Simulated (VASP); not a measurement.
Crystal: Sn.

```
Sn
1.0
     3.40987    0.00000    0.00000
    -1.70493    2.95303    0.00000
     0.00000    0.00000   11.13662
Sn
4
Direct
  0.00000 0.00000 0.00000
  0.00000 0.00000 0.50000
  0.33333 0.66667 0.25000
  0.66667 0.33333 0.75000
```

* Program: VASP 6.6.1
* Task: relaxation of cell and atoms
* Functional: PBEsol
* Potentials or basis: VASP PAW PBE potentials, release 64 (Sn_d)
* Cutoff: 600 eV
* k mesh: 11 × 11 × 3
* Occupations: fermi-dirac, width 0.1 eV
* Spin: no spin polarisation

At the start: pressure -2.8 GPa; volume 28.03 Å³/atom.

Q: How do energy, volume and symmetry change on relaxing?

A: Over 6 steps the energy falls by 17.3 meV/atom and the volume is 26.35 Å³/atom (-6.0 %); space group P6_3/mmc (No. 194, to 0.05 Å).

Step by step:
| step | energy change (eV) | largest force (eV/Å) | pressure (GPa) | volume (Å³) |
| --- | --- | --- | --- | --- |
| 1 | 0.0000 | 0.0000 | -2.82 | 112.14 |
| 2 | -0.0670 | 0.0000 | 0.57 | 104.33 |
| 3 | -0.0686 | 0.0000 | 0.07 | 105.24 |
| 4 | -0.0686 | 0.0000 | 0.00 | 105.38 |
| 5 | -0.0693 | 0.0000 | 0.01 | 105.40 |
| 6 | -0.0694 | 0.0000 | -0.01 | 105.42 |

Final structure:
```
Sn
1.0
     3.32666    0.00000    0.00000
    -1.66333    2.88098    0.00000
     0.00000    0.00000   10.99923
Sn
4
Direct
  0.00000 0.00000 0.00000
  0.00000 0.00000 0.50000
  0.33333 0.66667 0.25000
  0.66667 0.33333 0.75000
```

Caveat: the PAW data sets were made with another functional, which shifts forces and pressure a little.
